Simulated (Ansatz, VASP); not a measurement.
# NaLa in VASP and in Ansatz

File INCAR:

```
SYSTEM = NaLa
PREC = Accurate
ENCUT = 970
EDIFF = 1E-6
ISMEAR = -1
SIGMA = 0.05
LREAL = .FALSE.
LASPH = .TRUE.
NELM = 200
ALGO = Normal
ISIF = 2
LWAVE = .FALSE.
LCHARG = .TRUE.
GGA = PE
LELF = .TRUE.
LVHAR = .TRUE.
NBANDS = 17
GGA_COMPAT = .FALSE.
LMAXMIX = 6
```

The input KPOINTS:

```
Automatic mesh
0
G
  7 7 4
  0 0 0
```

File POSCAR:

```
NaLa
1.0
    3.5701882610      0.0000000000      0.0000000000
   -1.7850941305      3.0918737303      0.0000000000
    0.0000000000      0.0000000000      6.4837820000
La Na
1 1
Direct
    0.3333333333      0.6666666667      0.5000000000
    0.0000000000      0.0000000000      0.0000000000
```

Contents of input.yaml:

```yaml
crystal:
  lattice:
    - [3.570188261, 0.0, 0.0]
    - [-1.7850941305, 3.0918737303, 0.0]
    - [0.0, 0.0, 6.483782]
  atoms:
    - { symbol: La, position: [0.3333333333, 0.6666666667, 0.5] }
    - { symbol: Na, position: [0.0, 0.0, 0.0] }
hamiltonian:
  xc: pbe
  pseudopotentials: { kind: paw }
kpoints:
  mp_grid: { grid: [7, 7, 4] }
scf:
  occupations: { method: fermi_dirac, width: 0.05 }
output:
  forces: true
  stress: true
  eigenvalues: true
```

Alike in both runs: task single point; functional PBE; k mesh 7 × 7 × 4; occupations fermi-dirac, width 0.05 eV; no spin polarisation.

|  | VASP | Ansatz |
| --- | --- | --- |
| version | VASP 6.6.1 | Ansatz 0.2.0 |
| potentials or method | VASP PAW PBE potentials, release 64 (La, Na_sv) | Ansatz PAW |
| plane-wave cutoff (eV) | 970 | 420 |
| valence electrons in the cell | 20 | 20 |

```tsv
	VASP	Ansatz	Ansatz less VASP
gap on the k mesh at the Fermi level (eV)	none	none	-
pressure (GPa)	-0.1	0.1	+0.24
traceless stress, the component that is largest in VASP (GPa)	0.15	0.16	+0.005
```

A gap of «none» marks a metal or a gap that the smearing closes. The functional is the same, so the differences come from potentials, cutoffs and numerics.

Neither program's run includes spin-orbit coupling.
